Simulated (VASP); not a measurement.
# LiH (Fm-3m) in VASP: notebook

The runs below take LiH through single point, with r2SCAN, LDA.

Everything below comes from runs of VASP 6.6.1. Logs are shortened: lines on timing, memory, paths and dates and some standing lists are left out, and cuts for length are marked.

### 1 The cell of the first run

The structure is cubic, space group Fm-3m (No. 225). The conventional cell has a = 4.006 Å, b = 4.006 Å, c = 4.006 Å, α = 90.00°, β = 90.00°, γ = 90.00°. Li (site symmetry m-3m) has 6 H at 2.00 Å within 2.7 Å. Within 2.7 Å of H (site symmetry m-3m) lie 6 Li at 2.00 Å.

### 2 Single point, r2SCAN

The input, POSCAR:

```
LiH
1.0
    0.0000000000      2.0029948335      2.0029948335
    2.0029948335      0.0000000000      2.0029948335
    2.0029948335      2.0029948335      0.0000000000
Li H
1 1
Direct
    0.0000000000      0.0000000000      0.0000000000
    0.5000000000      0.5000000000      0.5000000000
```

The input, INCAR.step1:

```
SYSTEM = LiH
ALGO = Normal
EDIFF = 1E-4
ENCUT = 520
GGA = PE
ISMEAR = 0
LASPH = .True.
LCHARG = .False.
LREAL = .False.
LWAVE = .True.
NBANDS = 9
NELM = 100
PREC = Accurate
SIGMA = 0.01
```

The input, INCAR.step2:

```
SYSTEM = LiH
ALGO = Normal
EDIFF = 1E-6
ENCUT = 520
ISIF = 2
ISMEAR = 0
ISTART = 1
LASPH = .True.
LCHARG = .False.
LMIXTAU = .True.
LREAL = .False.
LWAVE = .False.
METAGGA = R2SCAN
NBANDS = 9
NELM = 100
PREC = Accurate
SIGMA = 0.01
```

The input, KPOINTS:

```
k-points
0
Gamma
  4 4 4
  0 0 0
```

Potentials or basis: VASP PAW PBE potentials, release 64 (Li_sv, H).

Started as:

```sh
cat potpaw_PBE.64/Li_sv/POTCAR potpaw_PBE.64/H/POTCAR > POTCAR
cp INCAR.step1 INCAR
mpirun -np 1 vasp_std > vasp.out
cp INCAR.step2 INCAR
mpirun -np 1 vasp_std > vasp.out
```

OUTCAR:

```text
SYSTEM = LiH
   EDIFF = 1E-6
   ENCUT = 520
   ISIF = 2
   ISMEAR = 0
   ISTART = 1
   LASPH = .True.
   LREAL = .False.
   METAGGA = R2SCAN
   NELM = 100
   PREC = Accurate

 ion  position               nearest neighbor table
   1  0.000  0.000  0.000-
   2  0.500  0.500  0.500-

  LATTYP: Found a face centered cubic cell.
 ALAT       =     4.0059896670

  Lattice vectors:

 A1 = (   0.0000000000,   2.0029948335,   2.0029948335)
 A2 = (   2.0029948335,   0.0000000000,   2.0029948335)
 A3 = (   2.0029948335,   2.0029948335,   0.0000000000)

Analysis of symmetry for initial positions (statically):
=====================================================================
 Subroutine PRICEL returns:
 Original cell was already a primitive cell.

 Routine SETGRP: Setting up the symmetry group for a
 face centered cubic supercell.

 Subroutine GETGRP returns: Found 48 space group operations
 (whereof 48 operations were pure point group operations)
 out of a pool of 48 trial point group operations.

The static configuration has the point symmetry O_h .

Analysis of symmetry for dynamics (positions and initial velocities):
=====================================================================
 Subroutine PRICEL returns:
 Original cell was already a primitive cell.

 Routine SETGRP: Setting up the symmetry group for a
 face centered cubic supercell.

 Subroutine GETGRP returns: Found 48 space group operations
 (whereof 48 operations were pure point group operations)
 out of a pool of 48 trial point group operations.

The dynamic configuration has the point symmetry O_h .

 Subroutine INISYM returns: Found 48 space group operations
 (whereof 48 operations are pure point group operations),
 and found     1 'primitive' translations

----------------------------------------------------------------------------------------

                                     Primitive cell

  volume of cell :      16.0720

  direct lattice vectors                    reciprocal lattice vectors
     0.000000000  2.002994833  2.002994833    -0.249626206  0.249626206  0.249626206
     2.002994833  0.000000000  2.002994833     0.249626206 -0.249626206  0.249626206
     2.002994833  2.002994833  0.000000000     0.249626206  0.249626206 -0.249626206

  length of vectors
     2.832662459  2.832662459  2.832662459     0.432365271  0.432365271  0.432365271

[... 66 lines left out ...]
   NSW    =      0    number of steps for IOM
   IBRION =     -1    ionic relax: 0-MD 1-quasi-New 2-CG
   NFREE  =      0    steps in history (QN), initial steepest desc. (CG)
   ISIF   =      2    stress and relaxation
   ISYM   =      2    0-nonsym 1-usesym 2-fastsym
   POTIM  = 0.5000    time-step for ionic-motion
   TEBEG  =    0.0;   TEEND  =   0.0 temperature during run
   PSTRESS=    0.0 pullay stress
   NELECT =       4.0000    total number of electrons
   NUPDOWN=      -1.0000    fix difference up-down
   EMIN   =  10.00;   EMAX   =-10.00  energy-range for DOS
   EFERMI =   0.00;   METHOD = LEGACY
   ISMEAR =     0;   SIGMA  =   0.01  broadening in eV -4-tet -1-fermi 0-gaus
   EFERMI_NEDOS =   21; number of points for ismear=-14 and -15
   IALGO  =     38    algorithm
   IMIX   =      4    mixing-type and parameters
     AMIX     =   0.40;   BMIX     =  1.00
     AMIX_MAG =   1.60;   BMIX_MAG =  1.00
  volume/ion in A,a.u.               =       8.04        54.23
  Fermi-wavevector in a.u.,A,eV,Ry     =   1.029765  1.945975 14.427849  1.060417
  Thomas-Fermi vector in A             =   2.163830
   LORBIT       =      0    0 simple, 1 ext, 2 COOP (PROOUT), +10 PAW based schemes
   METAGGA = R2SCAN    functional components
   LHFCALC =     F    Hartree Fock is set to
   AEXX    =    0.0000 exact exchange contribution
   IVDW    =     0    specifies the selected vdW correction
   LEPSILON=     F    determine dielectric tensor
   LRPA    =     F    only Hartree local field effects (RPA)
 non-spin polarized calculation
 Gauss-broadening in eV      SIGMA  =   0.01
  energy-cutoff  :      520.00
  volume of cell :       16.07
 maximum number of plane-waves:       444
 NGX is ok and might be reduce to    24
   NGX = 11   NGY = 11   NGZ = 11

 number of electron       3.9999995 magnetization

 Free energy of the ion-electron system (eV)
  ---------------------------------------------------
  ext. energy  EPLUGINS =         0.00000000
  ---------------------------------------------------
  free energy    TOTEN  =        -6.80540964 eV

  energy without entropy =       -6.80540964  energy(sigma->0) =       -6.80540964

 E-fermi :   0.0511     XC(G=0):  -8.8237

 val. band max:       -0.1627461907   @ k =   0.5000   0.5000   0.0000
 cond. band min:       3.4093216493   @ k =   0.5000   0.5000   0.0000
 fundamental gap:      3.5720678401
 Fermi energy:         0.0511437171

 k-point     1 :       0.0000    0.0000    0.0000
  band No.  band energies     occupation
      1     -45.9219      2.00000
      2      -5.6190      2.00000
      3      17.5029      0.00000
      4      19.2466      0.00000
      5      19.2466      0.00000
      6      19.2473      0.00000
      7      23.6704      0.00000
      8      23.6704      0.00000
      9      23.6705      0.00000
[... 73 lines left out ...]
 k-point     8 :      -0.2500    0.5000    0.2500
  band No.  band energies     occupation
      1     -45.8632      2.00000
      2      -0.4084      2.00000
      3       5.7933      0.00000
      4       5.7935      0.00000
      5      12.7849      0.00000
      6      19.2394      0.00000
      7      25.4798      0.00000
      8      25.4799      0.00000
      9      29.5258      0.00000

------------------------ aborting loop because EDIFF is reached ----------------------------------------

  FORCE on cell =-STRESS in cart. coord.  units (eV):
  Direction    XX          YY          ZZ          XY          YZ          ZX
  --------------------------------------------------------------------------------------
  -------------------------------------------------------------------------------------
  Total       -0.0212181     -0.0212181     -0.0212181     -0.0000000      0.0000000      0.0000000
  in kB       -2.1151831     -2.1151831     -2.1151831     -0.0000000      0.0000000      0.0000000
  external PRESSURE =      -2.1151831 kB  Pullay stress =       0.0000000 kB

 VOLUME and BASIS-vectors are now :
 -----------------------------------------------------------------------------
  energy-cutoff  :      520.00
  volume of cell :       16.07
      direct lattice vectors                 reciprocal lattice vectors
     0.000000000  2.002994833  2.002994833    -0.249626206  0.249626206  0.249626206
     2.002994833  0.000000000  2.002994833     0.249626206 -0.249626206  0.249626206
     2.002994833  2.002994833  0.000000000     0.249626206  0.249626206 -0.249626206

 POSITION                                       TOTAL-FORCE (eV/Angst)
 -----------------------------------------------------------------------------------
      0.00000      0.00000      0.00000         0.000000     -0.000000     -0.000000
      2.00299      2.00299      2.00299        -0.000000      0.000000      0.000000
 -----------------------------------------------------------------------------------
    total drift:                                0.000000     -0.000000     -0.000000

  FREE ENERGIE OF THE ION-ELECTRON SYSTEM (eV)
  ---------------------------------------------------
  free  energy   TOTEN  =        -6.8054096431 eV

  energy  without entropy=       -6.8054096431  energy(sigma->0) =       -6.80540964
```

OSZICAR.step1:

```text
N       E                     dE             d eps       ncg     rms          rms(c)
DAV:   1    -0.187790132515E+01   -0.18779E+01   -0.14584E+03   144   0.415E+02
DAV:   2    -0.630960538865E+01   -0.44317E+01   -0.44149E+01   193   0.550E+01
DAV:   3    -0.636090884555E+01   -0.51303E-01   -0.51290E-01   174   0.546E+00
DAV:   4    -0.636099247316E+01   -0.83628E-04   -0.83621E-04   182   0.218E-01
DAV:   5    -0.636099285788E+01   -0.38472E-06   -0.38481E-06   164   0.122E-02    0.290E+00
DAV:   6    -0.617429440131E+01    0.18670E+00   -0.14548E-01   160   0.121E+00    0.146E+00
DAV:   7    -0.611073114073E+01    0.63563E-01   -0.19172E-01   160   0.156E+00    0.224E-01
DAV:   8    -0.611255058855E+01   -0.18194E-02   -0.39666E-03   163   0.409E-01    0.382E-02
DAV:   9    -0.611248526042E+01    0.65328E-04   -0.12534E-04   167   0.497E-02
   1 F= -.61124853E+01 E0= -.61124853E+01  d E =0.000000E+00
```

It took 8.7 s on 1 thread of Intel Xeon Platinum 8488C (Sapphire Rapids), shared host; peak memory 0.13 GiB.

What came out:

```
Free energy            : -6.8054 eV
Band gap on the k mesh : 3.57 eV
```

Caveat: the k points lie up to 0.68 Å⁻¹ apart; the cutoff is under 1.25 times the usual one of these potentials, so pressure, stress and relaxed cells hold a basis-set (Pulay) error; the PAW data sets were made with another functional, which shifts forces and pressure a little.

### 3 Single point, LDA

The input, INCAR:

```
SYSTEM = LiH
ALGO     = Normal         ! electronic algorithm
EDIFF    = 1E-6           ! SCF threshold, eV
ENCUT    = 520            ! plane-wave cutoff, eV
ISIF     = 2              ! what is computed and relaxed
ISMEAR   = 0              ! smearing method
LASPH    = .TRUE.         ! aspherical terms in the spheres
LCHARG   = .FALSE.        ! write CHGCAR
LREAL    = .FALSE.        ! projectors in reciprocal space
LWAVE    = .FALSE.        ! write WAVECAR
NBANDS   = 9              ! bands
NELM     = 80             ! most SCF steps
PREC     = Accurate       ! precision mode
SIGMA    = 0.01           ! smearing width, eV
```

The input, KPOINTS:

```
k-points
0
G
  8 8 8
  0 0 0
```

POSCAR is that of step 2.

Potentials or basis: VASP PAW LDA potentials, release 64 (Li_sv, H).

Started as:

```sh
cat potpaw_LDA.64/Li_sv/POTCAR potpaw_LDA.64/H/POTCAR > POTCAR
mpirun -np 1 vasp_std > vasp.out
```

OUTCAR:

```text
SYSTEM = LiH
   EDIFF = 1E-6
   ENCUT = 520
   ISIF = 2
   ISMEAR = 0
   LASPH = .TRUE.
   LREAL = .FALSE.
   NELM = 80
   PREC = Accurate

 ion  position               nearest neighbor table
   1  0.000  0.000  0.000-
   2  0.500  0.500  0.500-

  LATTYP: Found a face centered cubic cell.
 ALAT       =     4.0059896670

  Lattice vectors:

 A1 = (   0.0000000000,   2.0029948335,   2.0029948335)
 A2 = (   2.0029948335,   0.0000000000,   2.0029948335)
[... 474 lines left out ...]
------------------------ aborting loop because EDIFF is reached ----------------------------------------

  FORCE on cell =-STRESS in cart. coord.  units (eV):
  Direction    XX          YY          ZZ          XY          YZ          ZX
  --------------------------------------------------------------------------------------
  -------------------------------------------------------------------------------------
  Total       -0.2843838     -0.2843838     -0.2843838     -0.0000000      0.0000000      0.0000000
  in kB      -28.3495387    -28.3495387    -28.3495387     -0.0000000      0.0000000      0.0000000
  external PRESSURE =     -28.3495387 kB  Pullay stress =       0.0000000 kB

 VOLUME and BASIS-vectors are now :
 -----------------------------------------------------------------------------
  energy-cutoff  :      520.00
  volume of cell :       16.07
      direct lattice vectors                 reciprocal lattice vectors
     0.000000000  2.002994833  2.002994833    -0.249626206  0.249626206  0.249626206
     2.002994833  0.000000000  2.002994833     0.249626206 -0.249626206  0.249626206
     2.002994833  2.002994833  0.000000000     0.249626206  0.249626206 -0.249626206

 POSITION                                       TOTAL-FORCE (eV/Angst)
 -----------------------------------------------------------------------------------
      0.00000      0.00000      0.00000        -0.000000     -0.000000     -0.000000
      2.00299      2.00299      2.00299         0.000000      0.000000      0.000000
 -----------------------------------------------------------------------------------
    total drift:                                0.000000     -0.000000     -0.000000

  FREE ENERGIE OF THE ION-ELECTRON SYSTEM (eV)
  ---------------------------------------------------
  free  energy   TOTEN  =        -6.4864786601 eV

  energy  without entropy=       -6.4864786601  energy(sigma->0) =       -6.48647866
```

OSZICAR:

```text
N       E                     dE             d eps       ncg     rms          rms(c)
DAV:   1    -0.206800133951E+01   -0.20680E+01   -0.14861E+03   530   0.393E+02
DAV:   2    -0.668860725934E+01   -0.46206E+01   -0.45972E+01   745   0.547E+01
DAV:   3    -0.674021429365E+01   -0.51607E-01   -0.51597E-01   671   0.507E+00
DAV:   4    -0.674050273977E+01   -0.28845E-03   -0.28843E-03   741   0.276E-01
DAV:   5    -0.674050333539E+01   -0.59562E-06   -0.59563E-06   663   0.859E-03    0.280E+00
DAV:   6    -0.654949066021E+01    0.19101E+00   -0.16961E-01   582   0.118E+00    0.137E+00
DAV:   7    -0.648575211788E+01    0.63739E-01   -0.19814E-01   605   0.141E+00    0.199E-01
DAV:   8    -0.648653293145E+01   -0.78081E-03   -0.38255E-03   573   0.436E-01    0.438E-02
DAV:   9    -0.648647842779E+01    0.54504E-04   -0.18494E-04   686   0.507E-02    0.572E-03
DAV:  10    -0.648647866009E+01   -0.23230E-06   -0.48932E-06   607   0.163E-02
   1 F= -.64864787E+01 E0= -.64864787E+01  d E =-.711408-136
```

It took 3.9 s on 1 thread of Intel Xeon Platinum 8488C (Sapphire Rapids), shared host; peak memory 0.12 GiB.

What came out:

* Free energy: -6.4865 eV
* Band gap on the k mesh: 2.60 eV

Caveat: the cutoff is under 1.25 times the usual one of these potentials, so pressure, stress and relaxed cells hold a basis-set (Pulay) error.

### 4 Single point, r2SCAN

POSCAR is that of step 3.

The input, INCAR.step1:

```
SYSTEM = LiH
PREC     = Accurate       ! precision mode
ENCUT    = 520            ! plane-wave cutoff, eV
ISMEAR   = 0              ! smearing method
SIGMA    = 0.01           ! smearing width, eV
LREAL    = .False.        ! projectors in reciprocal space
LASPH    = .True.         ! aspherical terms in the spheres
NELM     = 80             ! most SCF steps
NBANDS   = 9              ! bands
GGA      = PE             ! functional
ALGO     = Normal         ! electronic algorithm
EDIFF    = 1E-4           ! SCF threshold, eV
LWAVE    = .True.         ! write WAVECAR
LCHARG   = .False.        ! write CHGCAR
```

The input, INCAR.step2:

```
SYSTEM = LiH
PREC     = Accurate       ! precision mode
ENCUT    = 520            ! plane-wave cutoff, eV
EDIFF    = 1E-6           ! SCF threshold, eV
ISMEAR   = 0              ! smearing method
SIGMA    = 0.01           ! smearing width, eV
LREAL    = .False.        ! projectors in reciprocal space
LASPH    = .True.         ! aspherical terms in the spheres
NELM     = 80             ! most SCF steps
ALGO     = Normal         ! electronic algorithm
ISIF     = 2              ! what is computed and relaxed
LWAVE    = .False.        ! write WAVECAR
LCHARG   = .False.        ! write CHGCAR
METAGGA  = R2SCAN         ! meta-GGA
LMIXTAU  = .True.       
NBANDS   = 9              ! bands
ISTART   = 1
```

The input, KPOINTS:

```
Automatic mesh
0
Gamma
  5 5 5
  0 0 0
```

Potentials or basis: VASP PAW PBE potentials, release 64 (Li_sv, H).

Started as:

```sh
cat potpaw_PBE.64/Li_sv/POTCAR potpaw_PBE.64/H/POTCAR > POTCAR
cp INCAR.step1 INCAR
mpirun -np 1 vasp_std > vasp.out
cp INCAR.step2 INCAR
mpirun -np 1 vasp_std > vasp.out
```

It took 9.8 s on 1 thread of Intel Xeon Platinum 8488C (Sapphire Rapids), shared host; peak memory 0.13 GiB.

The run converged. Its results:

* Free energy: -6.8180 eV
* Band gap on the k mesh: 4.64 eV

Levels at points of the mesh, in eV from the valence-band top:
```
           k point  band 1  band 2  band 3  band 4  band 5  band 6
(0.00, 0.00, 0.00)  -45.45   -5.16   17.96   19.72   19.72   19.72
```

Caveat: the k points lie up to 0.54 Å⁻¹ apart; the cutoff is under 1.25 times the usual one of these potentials, so pressure, stress and relaxed cells hold a basis-set (Pulay) error; the PAW data sets were made with another functional, which shifts forces and pressure a little; an odd mesh through Γ misses points on the zone boundary, where band edges can lie.

### 5 Single point, r2SCAN

POSCAR is that of step 4.

The input, INCAR.step1:

```
SYSTEM = LiH
  ALGO = Normal
  EDIFF = 1E-4
  ENCUT = 520
  GGA = PE
  ISMEAR = 1
  LASPH = .TRUE.
  LCHARG = .FALSE.
  LREAL = .FALSE.
  LWAVE = .TRUE.
  NBANDS = 9
  NELM = 80
  PREC = Accurate
  SIGMA = 0.05
```

The input, INCAR.step2:

```
SYSTEM = LiH
  ALGO = Normal
  EDIFF = 1E-6
  ENCUT = 520
  ISIF = 2
  ISMEAR = 1
  ISTART = 1
  LASPH = .TRUE.
  LCHARG = .FALSE.
  LMIXTAU = .TRUE.
  LREAL = .FALSE.
  LWAVE = .FALSE.
  METAGGA = R2SCAN
  NBANDS = 9
  NELM = 80
  PREC = Accurate
  SIGMA = 0.05
```

The input, KPOINTS:

```
k-points
0
G
  8 8 8
  0 0 0
```

Started as:

```sh
cat potpaw_PBE.64/Li_sv/POTCAR potpaw_PBE.64/H/POTCAR > POTCAR
cp INCAR.step1 INCAR
mpirun -np 1 vasp_std > vasp.out
cp INCAR.step2 INCAR
mpirun -np 1 vasp_std > vasp.out
```

Run time: 26 s. Hardware: 1 thread of Intel Xeon Platinum 8488C (Sapphire Rapids), shared host; peak memory 0.13 GiB.

Results (log left out):

* Free energy: -6.8175 eV
* Band gap on the k mesh: 3.58 eV

Levels at points of the mesh, in eV from the valence-band top:
```tsv
k point	band 1	band 2	band 3	band 4	band 5	band 6
(0.00, 0.00, 0.00)	-45.73	-5.45	17.67	19.42	19.42	19.42
(0.50, 0.00, 0.00)	-45.69	-2.64	5.68	14.96	18.18	18.18
(0.50, 0.50, 0.00)	-45.67	0.00	3.58	11.75	11.75	15.05
```

Caveat: the cutoff is under 1.25 times the usual one of these potentials, so pressure, stress and relaxed cells hold a basis-set (Pulay) error; the PAW data sets were made with another functional, which shifts forces and pressure a little.

### 6 Summary

```tsv
level	potentials or basis	k mesh	smearing	gap on the mesh (eV)
r2SCAN	VASP PAW PBE potentials, release 64 (Li_sv, H)	4 × 4 × 4	gaussian 0.01 eV	3.57
LDA	VASP PAW LDA potentials, release 64 (Li_sv, H)	8 × 8 × 8	gaussian 0.01 eV	2.60
r2SCAN	VASP PAW PBE potentials, release 64 (Li_sv, H)	5 × 5 × 5	gaussian 0.01 eV	4.64
r2SCAN	VASP PAW PBE potentials, release 64 (Li_sv, H)	8 × 8 × 8	methfessel-paxton 0.05 eV	3.58
```

Alike in all rows: task single point; no spin polarisation; cell as given; cutoff (eV) 520.

Caveats: some runs use coarse meshes; the cutoff is under 1.25 times the usual one of these potentials, so pressure, stress and relaxed cells hold a basis-set (Pulay) error; the PAW data sets were made with another functional, which shifts forces and pressure a little (at least some runs); an odd mesh through Γ misses points on the zone boundary, where band edges can lie (at least some runs).

Absolute energies hang on the potentials; compare differences alone.
